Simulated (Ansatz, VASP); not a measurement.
# Pd in VASP and in Ansatz

```
Pd
1.0
     0.00000    1.94490    1.97407
     1.94490    0.00000    1.97407
     1.94490    1.94490    0.00000
Pd
1
Direct
  0.00000 0.00000 0.00000
```

Change from the starting cell: strain +0.0150 x Voigt [0, 0, 1, 0, 0, 0], atoms carried along.

Alike in both runs: task single point; functional PBEsol; k mesh 20 × 20 × 20; occupations gaussian, width 0.15 eV; no spin polarisation.

|  | VASP | Ansatz |
| --- | --- | --- |
| version | VASP 6.6.1 | Ansatz 0.2.0 |
| potentials or method | VASP PAW PBE potentials, release 64 (Pd), cutoff 520 eV | scalar-relativistic, plane waves, PAW |
| valence electrons in the cell | 10 | 18 |

Ansatz gave:

| Quantity | Value |
| --- | --- |
| gap on the k mesh at the Fermi level (eV) | none |
| pressure (GPa) | -4.9 |
| traceless stress, the component that is largest in VASP (GPa) | -0.59 |

Task: Estimate VASP's values.

Result: gap on the k mesh at the Fermi level (eV): none; pressure (GPa): -5.2; traceless stress, the component that is largest in VASP (GPa): -0.59.

VASP's potentials were made for PBE, not for PBEsol. A gap of «none» marks a metal or a gap that the smearing closes. VASP's potentials hold 10 valence electrons a cell and Ansatz's 18, so a difference there can come from the potentials and not from the codes.
